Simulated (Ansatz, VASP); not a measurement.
# One calculation of Ni, two programs

The input POSCAR:

```
Ni
1.0
   -1.3984527048      1.3984527048      1.3984527048
    1.3984527048     -1.3984527048      1.3984527048
    1.3984527048      1.3984527048     -1.3984527048
Ni
1
Direct
    0.0000000000      0.0000000000      0.0000000000
```

File INCAR.step1:

```
PREC = Accurate ; ENCUT = 600
ISMEAR = -1 ; SIGMA = 0.1
LREAL = F ; LASPH = T
NELM = 80 ; GGA = PE
ALGO = Normal ; EDIFF = 1E-4
LWAVE = T ; LCHARG = F
```

INCAR.step2

```
PREC = Accurate ; ENCUT = 600
EDIFF = 1E-7 ; ISMEAR = -1
SIGMA = 0.1 ; LREAL = F
LASPH = T ; NELM = 80
ALGO = Normal ; ISIF = 3
LWAVE = F ; LCHARG = F
METAGGA = R2SCAN ; LMIXTAU = T
IBRION = 2 ; NSW = 80
EDIFFG = -0.01 ; ISTART = 1
```

The input KPOINTS:

```
Automatic mesh
0
Gamma
  16 16 16
```

Input for Ansatz:

```yaml
crystal:
  lattice:
    - [-1.3984527048, 1.3984527048, 1.3984527048]
    - [1.3984527048, -1.3984527048, 1.3984527048]
    - [1.3984527048, 1.3984527048, -1.3984527048]
  atoms:
    - { symbol: Ni, position: [0.0, 0.0, 0.0] }
hamiltonian:
  xc: r2scan
  pseudopotentials:
    kind: paw
    azcp:
      Ni: "pseudopotentials/Ni.paw.azcp"
basis:
  ecutwfc: 500
  fft_grid_basis: typed
kpoints:
  mp_grid: { grid: [16, 16, 16], shift: [0, 0, 0] }
magnetization:
  spin_polarized: false
scf:
  occupations: { method: fermi_dirac, width: 0.1 }
relax:
  max_steps: 60
  f_tol: 0.01
  cell: {}
```

Alike in both runs: task relaxation of cell and atoms; functional r2SCAN; k mesh 16 × 16 × 16; occupations fermi-dirac, width 0.1 eV; no spin polarisation.

```csv
,VASP,Ansatz
version,VASP 6.6.1,Ansatz 0.2.0
potentials or method,"VASP PAW PBE potentials, release 64 (Ni), cutoff 600 eV","plane waves (500 eV) with PAW, scalar-relativistic"
valence electrons in the cell,10,18
```

|  | VASP | Ansatz | Ansatz less VASP |
| --- | --- | --- | --- |
| relaxed volume (Å³/atom) | 10.49 | 10.47 | -0.019 |
| relaxed cell length with the largest relative difference (Å) | 2.388 | 2.387 | -0.0015 |

VASP's potentials were made for PBE, not for r2SCAN. VASP's potentials hold 10 valence electrons a cell and Ansatz's 18, so a difference there can come from the potentials and not from the codes.
